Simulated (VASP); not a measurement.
Wanted: the native input for a VASP 6.6.1 run.

| Property | Result |
| --- | --- |
| Task | relaxation of cell and atoms |
| Functional | PBE |
| Potentials or basis | VASP PAW PBE potentials, release 64 (Cl) |
| Cutoff | 600 eV |
| k mesh | 5 × 5 × 2 |
| Occupations | fermi-dirac, width 0.05 eV |
| Spin | no spin polarisation |
| Dipole correction | no |
| Further INCAR settings | ALGO = Normal; EDIFF = 1e-07; IBRION = 2; EDIFFG = -0.01; NSW = 80; ISIF = 3 |

The structure of Cl lies in POSCAR:

```
Cl
1.0
    3.0726500000     -2.1977000000      0.0000000000
    3.0726500000      2.1977000000      0.0000000000
    0.0000000000      0.0000000000      8.1537000000
Cl
4
Direct
    0.8763000000      0.1237000000      0.1025000000
    0.6237000000      0.3763000000      0.6025000000
    0.1237000000      0.8763000000      0.8975000000
    0.3763000000      0.6237000000      0.3975000000
```

One way to write it, as run:

INCAR

```
SYSTEM = Cl
PREC = Accurate
ENCUT = 600
EDIFF = 1E-7
ISMEAR = -1
SIGMA = 0.05
LREAL = .FALSE.
LASPH = .TRUE.
NELM = 100
ALGO = Normal
ISIF = 3
LWAVE = .FALSE.
LCHARG = .FALSE.
GGA = PE
IBRION = 2
NSW = 80
EDIFFG = -0.01
```

KPOINTS

```
regular mesh
0
G
  5 5 2
  0 0 0
```

Potentials or basis: VASP PAW PBE potentials, release 64 (Cl).

Launch:

```console
$ cat potpaw_PBE.64/Cl/POTCAR > POTCAR
$ mpirun -np 1 vasp_std > vasp.out
```

Results of the run:

```
Relaxed volume                        : 34.43 Å³/atom
Relaxed cell                          : a = 4.362 Å, b = 4.362 Å, c = 8.353 Å, α = 90.00°, β = 90.00°, γ = 60.05°
Space group after relaxing (to 0.1 Å) : Cmce (No. 64)
Energy gained by relaxing             : 25.9 meV/atom
Ionic steps                           : 29
Pressure after relaxing               : 0.0 GPa
Largest force after relaxing          : 0.008 eV/Å
Band gap on the k mesh                : 2.46 eV
```

Caveat: the volume moved by over 15 % at a fixed basis, so the end points are rough; this functional lacks dispersion, which holds the molecules together, so the pressure and a relaxed volume are unreliable.

It took 16 min on 1 thread of Oxide Virtual Turin-like Processor, with other jobs on the host, peak memory 0.2 GiB.
